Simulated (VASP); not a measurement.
Input of a VASP 6.6.1 run:

Contents of INCAR:

```
PREC     = Accurate       # precision mode
ENCUT    = 520            # plane-wave cutoff, eV
EDIFF    = 1E-6           # SCF threshold, eV
ISMEAR   = -1             # smearing method
SIGMA    = 0.02           # smearing width, eV
LREAL    = False          # projectors in reciprocal space
LASPH    = True           # aspherical terms in the spheres
NELM     = 100            # most SCF steps
ALGO     = Normal         # electronic algorithm
ISIF     = 2              # what is computed and relaxed
LWAVE    = False          # write WAVECAR
LCHARG   = False          # write CHGCAR
GGA      = PE             # functional
NBANDS   = 33             # bands
```

File KPOINTS:

```
Automatic mesh
0
Gamma
  7 7 10
```

File POSCAR:

```
TiO2
1.0
    4.5922000000      0.0000000000      0.0000000000
    0.0000000000      4.5922000000      0.0000000000
    0.0000000000      0.0000000000      2.9574000000
Ti O
2 4
Direct
    0.0000000000      0.0000000000      0.0000000000
    0.5000000000      0.5000000000      0.5000000000
    0.3042201823      0.3042201823      0.0000000000
    0.1957798177      0.8042201823      0.5000000000
    0.6957798177      0.6957798177      0.0000000000
    0.8042201823      0.1957798177      0.5000000000
```

Potentials or basis: VASP PAW PBE potentials, release 64 (Ti_sv, O).

Launch:

```console
$ cat potpaw_PBE.64/Ti_sv/POTCAR potpaw_PBE.64/O/POTCAR > POTCAR
$ mpirun -np 1 vasp_std > vasp.out
```

Q: Estimate the pressure.

A: 5.8 GPa.

Q: What does it give for the band gap on the k mesh?

A: 1.84 eV, direct.

Forces on the atoms (eV/Å):
```
Ti   0.000  0.000  0.000
Ti   0.000  0.000  0.000
O   -0.018 -0.018  0.000
O    0.018 -0.018  0.000
O    0.018  0.018  0.000
O   -0.018  0.018  0.000
```

A k mesh can miss the band edges. A hybrid or GW would open this gap; PBE tends to underestimate it.
